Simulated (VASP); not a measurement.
A run of VASP 6.6.1:

INCAR

```
SYSTEM = TiAl
PREC = Accurate ; ENCUT = 520
EDIFF = 1E-6 ; ISMEAR = 0
SIGMA = 0.15 ; LREAL = .FALSE.
LASPH = .TRUE. ; NELM = 80
ALGO = Normal ; ISIF = 2
LWAVE = .FALSE. ; LCHARG = .FALSE.
GGA = PE ; NBANDS = 14
```

The input KPOINTS:

```
Automatic mesh
0
G
  18 18 10
  0 0 0
```

File POSCAR:

```
TiAl
1.0
    2.9170000000      0.0000000000      0.0000000000
   -1.4585000000      2.5261961028      0.0000000000
    0.0000000000      0.0000000000      5.0203000000
Ti Al
1 1
Direct
    0.0000000000      0.0000000000      0.0000000000
    0.3333333333      0.6666666667      0.5000000000
```

Potentials or basis: VASP PAW PBE potentials, release 64 (Ti_sv, Al).

Run with:

```bash
$ cat potpaw_PBE.64/Ti_sv/POTCAR potpaw_PBE.64/Al/POTCAR > POTCAR
$ mpirun -np 1 vasp_std > vasp.out
```

Hardware: 1 thread of Intel Xeon 8259CL (shared host).

Problem. How long does it take, and how much memory?

Solution. Run time: 2.5 min on 1 thread of Intel Xeon 8259CL (shared host), peak memory 0.25 GiB. Counts: scf iterations 14, k points 222.
